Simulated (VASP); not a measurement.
Wanted: the native input for a VASP 6.6.1 run.

```
Task                   : single point
Functional             : PBE
Potentials or basis    : VASP PAW PBE potentials, release 64 (Pb_d, O)
Cutoff                 : 520 eV
k mesh                 : 5 × 5 × 6
Occupations            : fermi-dirac, width 0.05 eV
Spin                   : no spin polarisation
Dipole correction      : no
Further INCAR settings : ALGO = Normal; EDIFF = 1e-07; NBANDS = 50
```

The structure of PbO lies in POSCAR:

```
PbO
1.0
    5.9149150414      0.0000000000      0.0000000000
    0.0000000000      5.5122659576      0.0000000000
    0.0000000000      0.0000000000      4.7744115114
Pb O
4 4
Direct
    0.7690000000      0.5140000000      0.2500000000
    0.2310000000      0.4860000000      0.7500000000
    0.7690000000      0.9860000000      0.7500000000
    0.2310000000      0.0140000000      0.2500000000
    0.1320000000      0.5820000000      0.2500000000
    0.8680000000      0.4180000000      0.7500000000
    0.1320000000      0.9180000000      0.7500000000
    0.8680000000      0.0820000000      0.2500000000
```

This cell differs from its parent crystal: volume scaled by 1.02.

These files were run (other wordings do the same):

INCAR

```
  PREC = Accurate
  ENCUT = 520
  EDIFF = 1E-7
  ISMEAR = -1
  SIGMA = 0.05
  LREAL = F
  LASPH = T
  NELM = 100
  ALGO = Normal
  ISIF = 2
  LWAVE = F
  LCHARG = T
  GGA = PE
  LELF = T
  LVHAR = T
  NBANDS = 50
```

KPOINTS

```
Automatic mesh
0
Gamma
  5 5 6
```

Potentials or basis: VASP PAW PBE potentials, release 64 (Pb_d, O).

Run with:

```sh
$ cat potpaw_PBE.64/Pb_d/POTCAR potpaw_PBE.64/O/POTCAR > POTCAR
$ mpirun -np 1 vasp_std > vasp.out
```

It gave:

```yaml
Pressure: 0.7 GPa
Largest_force: 0.931 eV/Å
Band_gap_on_the_k_mesh: 1.94 eV, indirect (least direct gap 2.12 eV)
```

Caveat: spin-orbit coupling is left out, which moves the levels of the heavy elements.

Wall time 5 min on 1 thread of Oxide Virtual Turin-like Processor, on a shared host, peak memory 0.34 GiB.
